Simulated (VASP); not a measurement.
# Sc (P6_3/mmc) in VASP: further runs

The runs below take Sc through single point, with LDA, r2SCAN.

Program: VASP 6.6.1. These are calculated values, not measurements. Logs are shortened: lines on timing, memory, paths and dates and some standing lists are left out, and cuts for length are marked.

### Step 1. The cell of the first run

The structure is hexagonal, space group P6_3/mmc (No. 194). Conventional cell: a = 3.374 Å, b = 3.374 Å, c = 5.377 Å, α = 90.00°, β = 90.00°, γ = 120.00°. Within 4.4 Å of Sc (site symmetry -6m2) lie 12 Sc at 3.32 to 3.37 Å.

### Step 2. Single point, LDA

The input, INCAR:

```
PREC = Accurate
ENCUT = 520
EDIFF = 1E-6
ISMEAR = -1
SIGMA = 0.05
LREAL = F
LASPH = T
NELM = 100
ALGO = Normal
ISIF = 2
LWAVE = F
LCHARG = F
NBANDS = 18
```

The input, KPOINTS:

```
Automatic mesh
0
Gamma
  9 9 5
```

The input, POSCAR:

```
Sc
1.0
    3.3738988294      0.0000000000      0.0000000000
   -1.6869494147      2.9218820960      0.0000000000
    0.0000000000      0.0000000000      5.3767242965
Sc
2
Direct
    0.6666666667      0.3333333333      0.7500000000
    0.3333333333      0.6666666667      0.2500000000
```

Potentials or basis: VASP PAW LDA potentials, release 64 (Sc_sv).

The run is started by

```
$ cat potpaw_LDA.64/Sc_sv/POTCAR > POTCAR
$ mpirun -np 1 vasp_std > vasp.out
```

OUTCAR:

```text
PREC = Accurate
   ENCUT = 520
   EDIFF = 1E-6
   ISMEAR = -1
   LREAL = F
   LASPH = T
   NELM = 100
   ISIF = 2

 ion  position               nearest neighbor table
   1  0.667  0.333  0.750-   2 3.32   2 3.32   2 3.32   2 3.32   2 3.32   2 3.32
   2  0.333  0.667  0.250-   1 3.32   1 3.32   1 3.32   1 3.32   1 3.32   1 3.32

  LATTYP: Found a hexagonal cell.
 ALAT       =     3.3738988294
 C/A-ratio  =     1.5936234512

  Lattice vectors:

 A1 = (   3.3738988294,   0.0000000000,   0.0000000000)
 A2 = (  -1.6869494147,   2.9218820960,   0.0000000000)
 A3 = (   0.0000000000,   0.0000000000,   5.3767242965)

Analysis of symmetry for initial positions (statically):
=====================================================================
 Subroutine PRICEL returns:
 Original cell was already a primitive cell.

 Routine SETGRP: Setting up the symmetry group for a
 hexagonal supercell.

 Subroutine GETGRP returns: Found 24 space group operations
 (whereof 12 operations were pure point group operations)
 out of a pool of 24 trial point group operations.

The static configuration has the point symmetry D_3d.
 The point group associated with its full space group is D_6h.

Analysis of symmetry for dynamics (positions and initial velocities):
=====================================================================
 Subroutine PRICEL returns:
 Original cell was already a primitive cell.

 Routine SETGRP: Setting up the symmetry group for a
 hexagonal supercell.

 Subroutine GETGRP returns: Found 24 space group operations
 (whereof 12 operations were pure point group operations)
 out of a pool of 24 trial point group operations.

The dynamic configuration has the point symmetry D_3d.
 The point group associated with its full space group is D_6h.

 Subroutine INISYM returns: Found 24 space group operations
 (whereof 12 operations are pure point group operations),
 and found     1 'primitive' translations

----------------------------------------------------------------------------------------

                                     Primitive cell

  volume of cell :      53.0045

  direct lattice vectors                    reciprocal lattice vectors
     3.373898829  0.000000000  0.000000000     0.296393001  0.171122579  0.000000000
    -1.686949415  2.921882096  0.000000000     0.000000000  0.342245158  0.000000000
     0.000000000  0.000000000  5.376724296     0.000000000  0.000000000  0.185986847

  length of vectors
     3.373898829  3.373898829  5.376724296     0.342245158  0.342245158  0.185986847

  position of ions in fractional coordinates (direct lattice)
     0.666666667  0.333333333  0.750000000
     0.333333333  0.666666667  0.250000000

  ion indices of the primitive-cell ions
   primitive index   ion index
                 1           1
                 2           2

----------------------------------------------------------------------------------------

 KPOINTS: Automatic mesh

Automatic generation of k-mesh.
 Grid dimensions read from file:
 generate k-points for:    9    9    5

 Generating k-lattice:

  Cartesian coordinates                     Fractional coordinates (reciprocal lattice)
     0.032932556  0.019013620  0.000000000     0.111111111  0.000000000  0.000000000
     0.000000000  0.038027240  0.000000000     0.000000000  0.111111111  0.000000000
     0.000000000  0.000000000  0.037197369     0.000000000  0.000000000  0.200000000

  Length of vectors
     0.038027240  0.038027240  0.037197369

  Shift w.r.t. Gamma in fractional coordinates (k-lattice)
     0.000000000  0.000000000  0.000000000

 Subroutine IBZKPT returns following result:
 ===========================================

 Found     36 irreducible k-points:

 Following reciprocal coordinates:
            Coordinates               Weight
  0.000000  0.000000  0.000000      1.000000
  0.111111  0.000000  0.000000      6.000000
  0.222222  0.000000  0.000000      6.000000
  0.333333  0.000000  0.000000      6.000000
  0.444444  0.000000  0.000000      6.000000
  0.111111  0.111111  0.000000      6.000000
[... 16 lines left out ...]
  0.333333  0.222222  0.200000     24.000000
  0.333333  0.333333  0.200000      4.000000
 [... further k-points ...]
   k-points           NKPTS =     36   k-points in BZ     NKDIM =     36   number of bands    NBANDS=     18
   number of dos      NEDOS =    301   number of ions     NIONS =      2
   total plane-waves  NPLWV =  31360
   dimension x,y,z NGX =    28 NGY =   28 NGZ =   40
   dimension x,y,z NGXF=    56 NGYF=   56 NGZF=   80
   ions per type =               2
   NGX,Y,Z   is equivalent  to a cutoff of  13.80, 13.80, 12.37 a.u.
   NGXF,Y,Z  is equivalent  to a cutoff of  27.59, 27.59, 24.74 a.u.
 SYSTEM =  unknown system
   PREC   = accura    normal or accurate (medium, high low for compatibility)
   ISTART =      0    job   : 0-new  1-cont  2-samecut
   ICHARG =      2    charge: 1-file 2-atom 10-const
   ISPIN  =      1    spin polarized calculation?
   LNONCOLLINEAR =      F non collinear calculations
   LSORBIT =      F    spin-orbit coupling
   LASPH  =      T    aspherical Exc in radial PAW
   ENCUT  =  520.0 eV  38.22 Ry    6.18 a.u.   6.27  6.27 10.00*2*pi/ulx,y,z
   NELM   =    100;   NELMIN=  2; NELMDL= -5     # of ELM steps
   EDIFF  = 0.1E-05   stopping-criterion for ELM
   LREAL  =      F    real-space projection
   EDIFFG = 0.1E-04   stopping-criterion for IOM
   NSW    =      0    number of steps for IOM
   IBRION =     -1    ionic relax: 0-MD 1-quasi-New 2-CG
   NFREE  =      0    steps in history (QN), initial steepest desc. (CG)
   ISIF   =      2    stress and relaxation
   ISYM   =      2    0-nonsym 1-usesym 2-fastsym
   POTIM  = 0.5000    time-step for ionic-motion
   TEBEG  =    0.0;   TEEND  =   0.0 temperature during run
   PSTRESS=    0.0 pullay stress
   NELECT =      22.0000    total number of electrons
   NUPDOWN=      -1.0000    fix difference up-down
   EMIN   =  10.00;   EMAX   =-10.00  energy-range for DOS
   EFERMI =   0.00;   METHOD = LEGACY
   ISMEAR =    -1;   SIGMA  =   0.05  broadening in eV -4-tet -1-fermi 0-gaus
   EFERMI_NEDOS =   21; number of points for ismear=-14 and -15
   IALGO  =     38    algorithm
   IMIX   =      4    mixing-type and parameters
     AMIX     =   0.40;   BMIX     =  1.00
     AMIX_MAG =   1.60;   BMIX_MAG =  1.00
  volume/ion in A,a.u.               =      26.50       178.85
  Fermi-wavevector in a.u.,A,eV,Ry     =   1.221176  2.307688 20.289968  1.491271
  Thomas-Fermi vector in A             =   2.356367
   LORBIT       =      0    0 simple, 1 ext, 2 COOP (PROOUT), +10 PAW based schemes
   GGA     = CA    functional components
   LHFCALC =     F    Hartree Fock is set to
   AEXX    =    0.0000 exact exchange contribution
   IVDW    =     0    specifies the selected vdW correction
   LEPSILON=     F    determine dielectric tensor
   LRPA    =     F    only Hartree local field effects (RPA)
 non-spin polarized calculation
  energy-cutoff  :      520.00
  volume of cell :       53.00
 maximum number of plane-waves:      1442
 NGX is ok and might be reduce to    28
   NGX = 13   NGY = 13   NGZ = 19

 number of electron      22.0000005 magnetization

 Free energy of the ion-electron system (eV)
  ---------------------------------------------------
  ext. energy  EPLUGINS =         0.00000000
  ---------------------------------------------------
  free energy    TOTEN  =       -13.25401437 eV

  energy without entropy =      -13.21566142  energy(sigma->0) =      -13.23483790

 E-fermi :   3.0523     XC(G=0):  -9.8491

 val. band max:        3.0519383329   @ k =   0.4444   0.1111   0.4000
 cond. band min:       3.0617239771   @ k =   0.1111   0.1111   0.2000
 fundamental gap:      0.0097856442
 Fermi energy:         3.0522917317

 k-point     1 :       0.0000    0.0000    0.0000
  band No.  band energies     occupation
      1     -45.9519      2.00000
      2     -45.9014      2.00000
      3     -25.0618      2.00000
      4     -24.7914      2.00000
      5     -24.7914      2.00000
      6     -24.7427      2.00000
[... 10 lines left out ...]
     17       5.2111      0.00000
     18       5.2111      0.00000

 k-point     2 :       0.1111    0.0000    0.0000
  band No.  band energies     occupation
      1     -45.9474      2.00000
      2     -45.8996      2.00000
      3     -25.0492      2.00000
      4     -24.8174      2.00000
      5     -24.8000      2.00000
      6     -24.7697      2.00000
[... 10 lines left out ...]
     17       5.0402      0.00000
     18       5.0719      0.00000

 k-point     3 :       0.2222    0.0000    0.0000
  band No.  band energies     occupation
      1     -45.9354      2.00000
      2     -45.8953      2.00000
      3     -25.0144      2.00000
      4     -24.8837      2.00000
      5     -24.8364      2.00000
      6     -24.8209      2.00000
[... 10 lines left out ...]
     17       5.2808      0.00000
     18       5.4819      0.00000

 k-point     4 :       0.3333    0.0000    0.0000
  band No.  band energies     occupation
      1     -45.9207      2.00000
      2     -45.8917      2.00000
      3     -24.9669      2.00000
      4     -24.9602      2.00000
      5     -24.9095      2.00000
      6     -24.8437      2.00000
[... 375 lines left out ...]
      4     -24.9605      2.00000
      5     -24.8828      2.00000
      6     -24.8714      2.00000
[... 10 lines left out ...]
     17       6.1638      0.00000
     18       6.4413      0.00000

 k-point    23 :       0.3333    0.2222    0.2000
  band No.  band energies     occupation
      1     -45.9021      2.00000
      2     -45.8929      2.00000
      3     -24.9959      2.00000
      4     -24.9666      2.00000
      5     -24.9143      2.00000
      6     -24.8607      2.00000
[... 10 lines left out ...]
     17       6.1733      0.00000
     18       6.5808      0.00000

 k-point    24 :       0.3333    0.3333    0.2000
  band No.  band energies     occupation
      1     -45.8959      2.00000
      2     -45.8959      2.00000
      3     -24.9639      2.00000
      4     -24.9575      2.00000
      5     -24.9575      2.00000
      6     -24.8790      2.00000
[... 10 lines left out ...]
     17       6.3138      0.00000
     18       6.3138      0.00000

 [... further k-points ...]

------------------------ aborting loop because EDIFF is reached ----------------------------------------

  FORCE on cell =-STRESS in cart. coord.  units (eV):
  Direction    XX          YY          ZZ          XY          YZ          ZX
  --------------------------------------------------------------------------------------
  -------------------------------------------------------------------------------------
  Total       -2.3222103     -2.3222103     -2.8019600      0.0000000      0.0000000     -0.0000000
  in kB      -70.1939397    -70.1939397    -84.6954357      0.0000000      0.0000000     -0.0000000
  external PRESSURE =     -75.0277717 kB  Pullay stress =       0.0000000 kB

 VOLUME and BASIS-vectors are now :
 -----------------------------------------------------------------------------
  energy-cutoff  :      520.00
  volume of cell :       53.00
      direct lattice vectors                 reciprocal lattice vectors
     3.373898829  0.000000000  0.000000000     0.296393001  0.171122579  0.000000000
    -1.686949415  2.921882096  0.000000000     0.000000000  0.342245158  0.000000000
     0.000000000  0.000000000  5.376724296     0.000000000  0.000000000  0.185986847

 POSITION                                       TOTAL-FORCE (eV/Angst)
 -----------------------------------------------------------------------------------
      1.68695      0.97396      4.03254        -0.000000      0.000000      0.000000
     -0.00000      1.94792      1.34418         0.000000     -0.000000      0.000000
 -----------------------------------------------------------------------------------
    total drift:                               -0.000000      0.000000     -0.000000

  FREE ENERGIE OF THE ION-ELECTRON SYSTEM (eV)
  ---------------------------------------------------
  free  energy   TOTEN  =       -13.2540143684 eV

  energy  without entropy=      -13.2156614223  energy(sigma->0) =      -13.23483790
```

Run time: 27 s. Hardware: 1 thread of Intel Xeon Platinum 8259CL at 2.50GHz (Skylake/Cascade Lake), shared host; peak memory 0.16 GiB.

What came out:

```
Free energy            : -13.2540 eV
Pressure               : -7.5 GPa
Band gap on the k mesh : zero (band 11 reaches 3.67 eV, above the bottom of band 12 at 2.66 eV)
```

Stress tensor (GPa, compression positive):
```
-7.02  0.00  0.00
 0.00 -7.02  0.00
 0.00  0.00 -8.47
```

(Part 1 of 2 ends here.)
